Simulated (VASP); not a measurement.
# TiSi2 (P4/mmm) in VASP: further runs, part 3 of 3

VASP 6.6.1. The steps go on from the part before.

## Step 5: Single point, PBE, collinear spin, ferromagnetic start

This run uses another cell than the first one, of 18.65 Å³/atom, 1.188 times its volume.

Input file INCAR:

```
PREC = Accurate
ENCUT = 520
EDIFF = 1E-6
ISMEAR = 0
SIGMA = 0.1
LREAL = False
LASPH = True
NELM = 150
ALGO = Normal
ISIF = 2
LWAVE = False
LCHARG = True
ISPIN = 2
MAGMOM = 1 0 0
LORBIT = 11
LMAXMIX = 4
GGA = PE
LELF = True
LVHAR = True
NBANDS = 21
```

Input file KPOINTS:

```
Automatic mesh
0
Gamma
  6 6 4
```

Input file POSCAR:

```
TiSi2
1.0
    3.3897729487      0.0000000000      0.0000000000
    0.0000000000      3.3897729487      0.0000000000
    0.0000000000      0.0000000000      4.8682645266
Ti Si
1 2
Direct
    0.0000000000      0.0000000000      0.5000000000
    0.5000000000      0.5000000000      0.0000000000
    0.0000000000      0.0000000000      0.0000000000
```

Potentials or basis: VASP PAW PBE potentials, release 64 (Ti_sv, Si).

The run is started by

```sh
cat potpaw_PBE.64/Ti_sv/POTCAR potpaw_PBE.64/Si/POTCAR > POTCAR
mpirun -np 1 vasp_std > vasp.out
```

OUTCAR:

```text
PREC = Accurate
   ENCUT = 520
   EDIFF = 1E-6
   ISMEAR = 0
   LREAL = False
   LASPH = True
   NELM = 150
   ISIF = 2
   ISPIN = 2
   LORBIT = 11
   GGA = PE

 ion  position               nearest neighbor table
   1  0.000  0.000  0.500-   3 2.43   3 2.43
   2  0.500  0.500  0.000-   3 2.40   3 2.40   3 2.40   3 2.40
   3  0.000  0.000  0.000-   2 2.40   2 2.40   2 2.40   2 2.40   1 2.43   1 2.43

  LATTYP: Found a simple tetragonal cell.
 ALAT       =     3.3897729487
 C/A-ratio  =     1.4361624216

  Lattice vectors:

[... 1374 lines left out ...]
  energy-cutoff  :      520.00
  volume of cell :       55.94
      direct lattice vectors                 reciprocal lattice vectors
     3.389772949  0.000000000  0.000000000     0.295005009  0.000000000  0.000000000
     0.000000000  3.389772949  0.000000000     0.000000000  0.295005009  0.000000000
     0.000000000  0.000000000  4.868264527     0.000000000  0.000000000  0.205412010

 POSITION                                       TOTAL-FORCE (eV/Angst)
 -----------------------------------------------------------------------------------
      0.00000      0.00000      2.43413         0.000000      0.000000      0.000000
      1.69489      1.69489      0.00000         0.000000      0.000000      0.000000
      0.00000      0.00000      0.00000         0.000000      0.000000      0.000000
 -----------------------------------------------------------------------------------
    total drift:                               -0.000000     -0.000000      0.000000

  FREE ENERGIE OF THE ION-ELECTRON SYSTEM (eV)
  ---------------------------------------------------
  free  energy   TOTEN  =       -16.9978818058 eV

  energy  without entropy=      -16.9869194878  energy(sigma->0) =      -16.99240065

 total charge

# of ion       s       p       d       tot
------------------------------------------
    1        2.171   6.057   1.917  10.146
    2        0.788   0.809   0.000   1.597
    3        0.793   0.969   0.000   1.762
--------------------------------------------------
tot          3.753   7.835   1.917  13.505

 magnetization (x)

# of ion       s       p       d       tot
------------------------------------------
    1        0.000   0.000   0.001   0.001
    2       -0.000  -0.000   0.000  -0.000
    3       -0.000  -0.000   0.000  -0.000
--------------------------------------------------
tot          0.000  -0.000   0.001   0.001
```

OSZICAR:

```text
N       E                     dE             d eps       ncg     rms          rms(c)
DAV:   1     0.150667269085E+03    0.15067E+03   -0.91864E+03  2520   0.900E+02
DAV:   2    -0.568620818467E+01   -0.15635E+03   -0.14951E+03  2615   0.274E+02
DAV:   3    -0.198764510534E+02   -0.14190E+02   -0.13864E+02  4326   0.688E+01
[... 11 lines left out ...]
DAV:  15    -0.169978262811E+02   -0.44850E-04   -0.69332E-05  3277   0.319E-02    0.272E-02
DAV:  16    -0.169978586806E+02   -0.32400E-04   -0.65430E-05  2901   0.267E-02    0.182E-02
DAV:  17    -0.169978794310E+02   -0.20750E-04   -0.11202E-04  2935   0.345E-02    0.568E-03
DAV:  18    -0.169978810623E+02   -0.16313E-05   -0.57043E-06  3064   0.116E-02    0.392E-03
DAV:  19    -0.169978818058E+02   -0.74353E-06   -0.32933E-06  2411   0.630E-03
   1 F= -.16997882E+02 E0= -.16992401E+02  d E =-.109623E-01  mag=     0.0002
```

It took 36 s on 1 thread of Intel Xeon 6975P-C (Granite Rapids), shared host; peak memory 0.21 GiB.

What came out:

* Free energy: -16.9979 eV
* Pressure: -0.1 GPa
* Band gap on the k mesh: zero (filled and empty bands overlap)
* Net moment: 0.00 μB per cell
* Valence electrons inside the program's atomic spheres: Ti 10.15; Si 1.60, 1.76

Levels at points of the mesh, in eV from the Fermi level:
Spin up:
```tsv
k point	band 7	band 8	band 9	band 10	band 11	band 12	band 13	band 14
(0.00, 0.00, 0.00)	-2.28	-1.43	-1.43	-0.60	-0.49	0.86	0.86	1.66
(0.50, 0.00, 0.00)	-2.32	-1.15	-0.63	0.44	1.07	1.08	1.36	1.68
(0.50, 0.50, 0.00)	-5.77	-5.77	-0.59	-0.59	-0.02	0.71	1.11	2.01
(0.00, 0.00, 0.50)	-1.88	-1.88	-1.29	-0.36	0.92	1.68	2.11	2.11
(0.50, 0.00, 0.50)	-3.52	-2.59	-0.45	-0.07	0.83	0.98	1.46	2.57
(0.50, 0.50, 0.50)	-5.90	-5.90	-2.27	-1.84	1.28	1.28	1.32	1.32
```
Spin down:
```
           k point  band 6  band 7  band 8  band 9  band 10  band 11  band 12  band 13  band 14  band 15
(0.00, 0.00, 0.00)   -3.96   -2.28   -1.43   -1.43    -0.59    -0.48     0.86     0.86     1.66     3.11
(0.50, 0.00, 0.00)   -9.08   -2.32   -1.15   -0.63     0.44     1.07     1.08     1.36     1.68     2.18
(0.50, 0.50, 0.00)   -6.44   -5.77   -5.77   -0.58    -0.58    -0.02     0.71     1.11     2.01     2.04
(0.00, 0.00, 0.50)   -5.97   -1.88   -1.88   -1.29    -0.35     0.92     1.68     2.11     2.11     2.53
(0.50, 0.00, 0.50)   -8.97   -3.52   -2.59   -0.45    -0.07     0.83     0.98     1.46     2.57     3.31
(0.50, 0.50, 0.50)   -6.19   -5.91   -5.91   -2.27    -1.84     1.28     1.28     1.32     1.32     2.04
```

## Step 6: Overview

```tsv
task	spin	cell	k mesh	cutoff (eV)	gap on the mesh (eV)	pressure (GPa)
single point	off	a = 3.568, b = 3.568, c = 3.699 Å, 3 atoms	6 × 6 × 6	520	none	37.3
single point	off	a = 3.390, b = 3.390, c = 4.868 Å, 3 atoms	6 × 6 × 6	520	none	-0.1
relaxation of cell and atoms	off	relaxed from a = 3.568, b = 3.568, c = 3.699 Å, 3 atoms	6 × 6 × 6	600	none	0.1
single point	collinear, ferromagnetic start	a = 3.390, b = 3.390, c = 4.868 Å, 3 atoms	6 × 6 × 4	520	none	-0.1
```

Alike in all rows: level PBE; potentials or basis VASP PAW PBE potentials, release 64 (Ti_sv, Si); smearing gaussian 0.1 eV.

Caveats: the volume moved by over 15 % at a fixed basis, so the end points are rough (some runs).

Total energies depend on the potentials used, so only differences within one code and one set of settings carry meaning.
